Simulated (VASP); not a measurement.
# KNd2Sb3 (P-6m2) in VASP: further runs, part 2 of 3

VASP 6.6.1. Earlier steps stand in the parts before.

## 3. Single point, PBE (38.88 Å³/atom)

This run uses another cell than the first one, of 38.88 Å³/atom.

The input, INCAR:

```
SYSTEM = KNd2Sb3
PREC = Accurate ; ENCUT = 500
EDIFF = 1E-6 ; ISMEAR = 0
SIGMA = 0.02 ; LREAL = .False.
LASPH = .True. ; NELM = 200
ALGO = Normal ; ISIF = 2
LWAVE = .False. ; LCHARG = .False.
GGA = PE ; NBANDS = 32
GGA_COMPAT = .False. ; LMAXMIX = 6
```

The input, KPOINTS:

```
regular mesh
0
Gamma
  6 6 4
  0 0 0
```

The input, POSCAR:

```
KNd2Sb3
1.0
    4.8937485249      0.0000000000      0.0000000000
   -2.4468742625      4.2381105423      0.0000000000
    0.0000000000      0.0000000000     11.2469748268
K Nd Sb
1 2 3
Direct
    0.6666666667      0.3333333333      0.0000000000
    0.3333333333      0.6666666667      0.3337040784
    0.3333333333      0.6666666667      0.6662959216
    0.0000000000      0.0000000000      0.5000000000
    0.0000000000      0.0000000000      0.7862839800
    0.0000000000      0.0000000000      0.2137160200
```

Potentials or basis: VASP PAW PBE potentials, release 64 (K_sv, Nd_3, Sb), 4f in core.

Run with:

```sh
$ cat potpaw_PBE.64/K_sv/POTCAR potpaw_PBE.64/Nd_3/POTCAR potpaw_PBE.64/Sb/POTCAR > POTCAR
$ mpirun -np 1 vasp_std > vasp.out
```

OUTCAR:

```text
SYSTEM = KNd2Sb3
   PREC = Accurate
   ENCUT = 500
   EDIFF = 1E-6
   ISMEAR = 0
   LREAL = .False.
   LASPH = .True.
   NELM = 200
   ISIF = 2
   GGA = PE

 ion  position               nearest neighbor table
   1  0.667  0.333  0.000-   5 3.71   6 3.71   5 3.71   6 3.71   5 3.71   6 3.71
   2  0.333  0.667  0.334-   6 3.13   6 3.13   6 3.13   4 3.39   4 3.39   4 3.39   3 3.74
   3  0.333  0.667  0.666-   5 3.13   5 3.13   5 3.13   4 3.39   4 3.39   4 3.39   2 3.74
   4  0.000  0.000  0.500-   5 3.22   6 3.22   2 3.39   3 3.39   2 3.39   3 3.39   2 3.39   3 3.39

   5  0.000  0.000  0.786-   3 3.13   3 3.13   3 3.13   4 3.22   1 3.71   1 3.71   1 3.71
   6  0.000  0.000  0.214-   2 3.13   2 3.13   2 3.13   4 3.22   1 3.71   1 3.71   1 3.71

  LATTYP: Found a hexagonal cell.
 ALAT       =     4.8937485249
 C/A-ratio  =     2.2982330967

  Lattice vectors:

 A1 = (   4.8937485249,   0.0000000000,   0.0000000000)
 A2 = (  -2.4468742625,   4.2381105423,   0.0000000000)
 A3 = (   0.0000000000,   0.0000000000,  11.2469748268)

Analysis of symmetry for initial positions (statically):
=====================================================================
 Subroutine PRICEL returns:
 Original cell was already a primitive cell.

 Routine SETGRP: Setting up the symmetry group for a
 hexagonal supercell.

 Subroutine GETGRP returns: Found 12 space group operations
 (whereof 12 operations were pure point group operations)
 out of a pool of 24 trial point group operations.

The static configuration has the point symmetry D_3h.

Analysis of symmetry for dynamics (positions and initial velocities):
=====================================================================
 Subroutine PRICEL returns:
 Original cell was already a primitive cell.

 Routine SETGRP: Setting up the symmetry group for a
 hexagonal supercell.
[... 128 lines left out ...]
     AMIX     =   0.40;   BMIX     =  1.00
     AMIX_MAG =   1.60;   BMIX_MAG =  1.00
  volume/ion in A,a.u.               =      38.88       262.36
  Fermi-wavevector in a.u.,A,eV,Ry     =   0.952893  1.800707 12.354164  0.908005
  Thomas-Fermi vector in A             =   2.081498
   LORBIT       =      0    0 simple, 1 ext, 2 COOP (PROOUT), +10 PAW based schemes
   GGA     = PE    functional components
   LHFCALC =     F    Hartree Fock is set to
   AEXX    =    0.0000 exact exchange contribution
   IVDW    =     0    specifies the selected vdW correction
   LEPSILON=     F    determine dielectric tensor
   LRPA    =     F    only Hartree local field effects (RPA)
 non-spin polarized calculation
 Gauss-broadening in eV      SIGMA  =   0.02
  energy-cutoff  :      500.00
  volume of cell :      233.27
 maximum number of plane-waves:      5961
 NGX is ok and might be reduce to    36
   NGX = 17   NGY = 17   NGZ = 41

 number of electron      45.9999999 magnetization

 Free energy of the ion-electron system (eV)
  ---------------------------------------------------
  ext. energy  EPLUGINS =         0.00000000
  ---------------------------------------------------
  free energy    TOTEN  =       -27.56745538 eV

  energy without entropy =      -27.56745538  energy(sigma->0) =      -27.56745538

 E-fermi :   3.0243     XC(G=0):  -8.3168

 val. band max:        2.8397166611   @ k =   0.3333   0.3333   0.5000
 cond. band min:       3.6922035361   @ k =   0.5000   0.0000   0.0000
 fundamental gap:      0.8524868751
 Fermi energy:         3.0242524980

 k-point     1 :       0.0000    0.0000    0.0000
  band No.  band energies     occupation
      1     -35.1293      2.00000
      2     -35.1132      2.00000
      3     -27.5443      2.00000
      4     -16.3742      2.00000
      5     -16.2468      2.00000
      6     -16.2468      2.00000
[... 724 lines left out ...]
     31       6.6536      0.00000
     32       6.7774      0.00000

------------------------ aborting loop because EDIFF is reached ----------------------------------------

  FORCE on cell =-STRESS in cart. coord.  units (eV):
  Direction    XX          YY          ZZ          XY          YZ          ZX
  --------------------------------------------------------------------------------------
  -------------------------------------------------------------------------------------
  Total       -0.8096893     -0.8096893     -0.8634437      0.0000000     -0.0000000      0.0000000
  in kB       -5.5613384     -5.5613384     -5.9305501      0.0000000     -0.0000000      0.0000000
  external PRESSURE =      -5.6844090 kB  Pullay stress =       0.0000000 kB

 VOLUME and BASIS-vectors are now :
 -----------------------------------------------------------------------------
  energy-cutoff  :      500.00
  volume of cell :      233.27
      direct lattice vectors                 reciprocal lattice vectors
     4.893748525  0.000000000  0.000000000     0.204342335  0.117977102  0.000000000
    -2.446874263  4.238110542  0.000000000     0.000000000  0.235954204  0.000000000
     0.000000000  0.000000000 11.246974827     0.000000000  0.000000000  0.088912798

 POSITION                                       TOTAL-FORCE (eV/Angst)
 -----------------------------------------------------------------------------------
      2.44687      1.41270      0.00000         0.000000     -0.000000      0.000000
     -0.00000      2.82541      3.75316        -0.000000     -0.000000      0.000614
     -0.00000      2.82541      7.49381        -0.000000     -0.000000     -0.000614
      0.00000      0.00000      5.62349         0.000000     -0.000000      0.000000
      0.00000      0.00000      8.84332         0.000000     -0.000000      0.022956
      0.00000      0.00000      2.40366         0.000000      0.000000     -0.022956
 -----------------------------------------------------------------------------------
    total drift:                                0.000000     -0.000000     -0.000000

  FREE ENERGIE OF THE ION-ELECTRON SYSTEM (eV)
  ---------------------------------------------------
  free  energy   TOTEN  =       -27.5674553765 eV

  energy  without entropy=      -27.5674553765  energy(sigma->0) =      -27.56745538
```

Run time: 1.8 min. Hardware: 1 thread of Intel Xeon Platinum 8488C (Sapphire Rapids), shared host; peak memory 0.41 GiB.

Results:

| Quantity | Value |
| --- | --- |
| Free energy | -27.5675 eV |
| Pressure | -0.6 GPa |
| Largest force | 0.023 eV/Å |
| Band gap on the k mesh | 0.85 eV (least direct gap 1.18 eV) |

Forces in eV/Å, atoms in the order of the input:
```
K    0.000  0.000  0.000
Nd   0.000  0.000  0.001
Nd   0.000  0.000 -0.001
Sb   0.000  0.000  0.000
Sb   0.000  0.000  0.023
Sb   0.000  0.000 -0.023
```

Caveat: spin-orbit coupling is left out, which moves the levels of the heavy elements; the 4f electrons are frozen in the core, so they carry no moment and show no levels. Spin polarisation is off, so any magnetic state and its effect on volume and gap are missing.

## 4. Relaxation of shape and atoms at fixed volume, PBE (34.35 Å³/atom)

This run uses another cell than the first one, of 34.35 Å³/atom.

The input, INCAR:

```
PREC = Accurate ; ENCUT = 500
EDIFF = 1E-7 ; ISMEAR = 0
SIGMA = 0.02 ; LREAL = F
LASPH = T ; NELM = 200
ALGO = Normal ; ISIF = 4
LWAVE = F ; LCHARG = F
GGA = PE ; IBRION = 2
NSW = 50 ; EDIFFG = -0.01
GGA_COMPAT = F ; NELMIN = 4
LMAXMIX = 6
```

The input, KPOINTS:

```
regular mesh
0
Gamma
  6 6 4
```

The input, POSCAR:

```
KNd2Sb3
1.0
    4.7393475899      0.0000000000      0.0000000000
   -2.3696737950      4.1043954102      0.0000000000
    0.0000000000      0.0000000000     10.5946365927
K Nd Sb
1 2 3
Direct
    0.6666666667      0.3333333333      0.0000000000
    0.3333333333      0.6666666667      0.3289515398
    0.3333333333      0.6666666667      0.6710484602
    0.0000000000      0.0000000000      0.5000000000
    0.0000000000      0.0000000000      0.7991554995
    0.0000000000      0.0000000000      0.2008445005
```

Run with:

```sh
$ cat potpaw_PBE.64/K_sv/POTCAR potpaw_PBE.64/Nd_3/POTCAR potpaw_PBE.64/Sb/POTCAR > POTCAR
$ mpirun -np 1 vasp_std > vasp.out
```

Run time: 3.9 min. Hardware: 1 thread of Intel Xeon 6975P-C (Granite Rapids), shared host; peak memory 0.39 GiB.

Results (log left out):

```yaml
Free_energy: -27.3884 eV
Energy_gained_by_relaxing: 2.0 meV/atom
Ionic_steps: 6
Pressure_after_relaxing: 3.2 GPa
Band_gap_on_the_k_mesh: 0.47 eV (least direct gap 0.74 eV)
```

Forces on the atoms (eV/Å):
```
K    0.000  0.000  0.000
Nd   0.000  0.000  0.000
Nd   0.000  0.000  0.000
Sb   0.000  0.000  0.000
Sb   0.000  0.000  0.003
Sb   0.000  0.000 -0.003
```

Step by step:
```tsv
step	energy change (eV)	largest force (eV/Å)	pressure (GPa)	volume (Å³)
1	0.0000	0.2241	3.65	206.09
2	-0.0043	0.1572	3.54	206.09
3	-0.0077	0.1417	3.33	206.09
4	-0.0100	0.0895	3.28	206.09
5	-0.0118	0.0068	3.18	206.09
6	-0.0121	0.0028	3.16	206.09
```

Final structure:
```
K Nd Sb
1.0
     4.75897    0.00000    0.00000
    -2.37949    4.12139    0.00000
     0.00000    0.00000   10.50743
K Nd Sb
1 2 3
Direct
  0.66667 0.33333 0.00000
  0.33333 0.66667 0.32704
  0.33333 0.66667 0.67296
  0.00000 0.00000 0.50000
  0.00000 0.00000 0.80439
  0.00000 0.00000 0.19561
```

Levels at points of the mesh, in eV from the valence-band top:
| k point | band 21 | band 22 | band 23 | band 24 | band 25 | band 26 |
| --- | --- | --- | --- | --- | --- | --- |
| (0.00, 0.00, 0.00) | -1.15 | -0.71 | -0.71 | 1.16 | 1.98 | 1.98 |
| (0.50, 0.00, 0.00) | -1.29 | -0.93 | -0.93 | 0.47 | 1.37 | 2.19 |
| (0.00, 0.00, 0.50) | -0.98 | -0.61 | -0.61 | 1.11 | 1.79 | 1.84 |
| (0.50, 0.00, 0.50) | -0.94 | -0.92 | -0.45 | 0.76 | 1.19 | 1.21 |

Caveat: spin-orbit coupling is left out, which moves the levels of the heavy elements; the 4f electrons are frozen in the core, so they carry no moment and show no levels.

## 5. Relaxation of shape and atoms at fixed volume, PBE (35.48 Å³/atom)

This run uses another cell than the first one, of 35.48 Å³/atom.

The input, INCAR:

```
SYSTEM = KNd2Sb3
ALGO = Normal ; EDIFF = 1E-7
EDIFFG = -0.01 ; ENCUT = 500
GGA = PE ; GGA_COMPAT = .FALSE.
IBRION = 2 ; ISIF = 4
ISMEAR = 0 ; LASPH = .TRUE.
LCHARG = .FALSE. ; LMAXMIX = 6
LREAL = .FALSE. ; LWAVE = .FALSE.
NELM = 200 ; NELMIN = 4
NSW = 50 ; PREC = Accurate
SIGMA = 0.02
```

The input, KPOINTS:

```
k-points
0
G
  6 6 4
  0 0 0
```

The input, POSCAR:

```
KNd2Sb3
1.0
    4.7756210397      0.0000000000      0.0000000000
   -2.3878105199      4.1358091392      0.0000000000
    0.0000000000      0.0000000000     10.7782917548
K Nd Sb
1 2 3
Direct
    0.6666666667      0.3333333333      0.0000000000
    0.3333333333      0.6666666667      0.3305173632
    0.3333333333      0.6666666667      0.6694826368
    0.0000000000      0.0000000000      0.5000000000
    0.0000000000      0.0000000000      0.7947770177
    0.0000000000      0.0000000000      0.2052229823
```

Run with:

```sh
$ cat potpaw_PBE.64/K_sv/POTCAR potpaw_PBE.64/Nd_3/POTCAR potpaw_PBE.64/Sb/POTCAR > POTCAR
$ mpirun -np 1 vasp_std > vasp.out
```

Run time: 5.3 min. Hardware: 1 thread of Intel Xeon 6975P-C (Granite Rapids), shared host; peak memory 0.39 GiB.

Results (log left out):

| Quantity | Value |
| --- | --- |
| Free energy | -27.4963 eV |
| Energy gained by relaxing | 1.9 meV/atom |
| Ionic steps | 8 |
| Pressure after relaxing | 2.0 GPa |
| Band gap on the k mesh | 0.59 eV (least direct gap 0.87 eV) |

Step by step:
```
step  energy change (eV)  largest force (eV/Å)  pressure (GPa)  volume (Å³)
   1              0.0000                0.2151            2.44       212.88
   2             -0.0040                0.1528            2.33       212.88
   3             -0.0072                0.1643            2.08       212.88
   4             -0.0074                0.1400            2.12       212.88
   5             -0.0096                0.0912            2.07       212.88
   6             -0.0113                0.0167            1.95       212.88
   7             -0.0113                0.0124            1.97       212.88
   8             -0.0117                0.0010            1.95       212.88
```

Final structure:
```
K Nd Sb
1.0
     4.79528    0.00000    0.00000
    -2.39764    4.15283    0.00000
     0.00000    0.00000   10.69012
K Nd Sb
1 2 3
Direct
  0.66667 0.33333 0.00000
  0.33333 0.66667 0.32857
  0.33333 0.66667 0.67143
  0.00000 0.00000 0.50000
  0.00000 0.00000 0.79992
  0.00000 0.00000 0.20008
```

Levels at points of the mesh, in eV from the valence-band top:
| k point | band 19 | band 20 | band 21 | band 22 | band 23 | band 24 | band 25 | band 26 | band 27 |
| --- | --- | --- | --- | --- | --- | --- | --- | --- | --- |
| (0.00, 0.00, 0.00) | -1.81 | -1.07 | -1.07 | -0.60 | -0.60 | 1.23 | 2.04 | 2.04 | 2.61 |
| (0.50, 0.00, 0.00) | -1.54 | -1.53 | -1.15 | -0.86 | -0.84 | 0.59 | 1.42 | 2.22 | 2.29 |
| (0.00, 0.00, 0.50) | -1.14 | -1.14 | -0.94 | -0.52 | -0.52 | 1.15 | 1.77 | 1.93 | 1.93 |
| (0.50, 0.00, 0.50) | -1.54 | -1.23 | -0.85 | -0.85 | -0.41 | 0.88 | 1.22 | 1.30 | 2.27 |

Caveat: spin-orbit coupling is left out, which moves the levels of the heavy elements; the 4f electrons are frozen in the core, so they carry no moment and show no levels. A k mesh can miss the band edges.

[end of part 2 of 3]
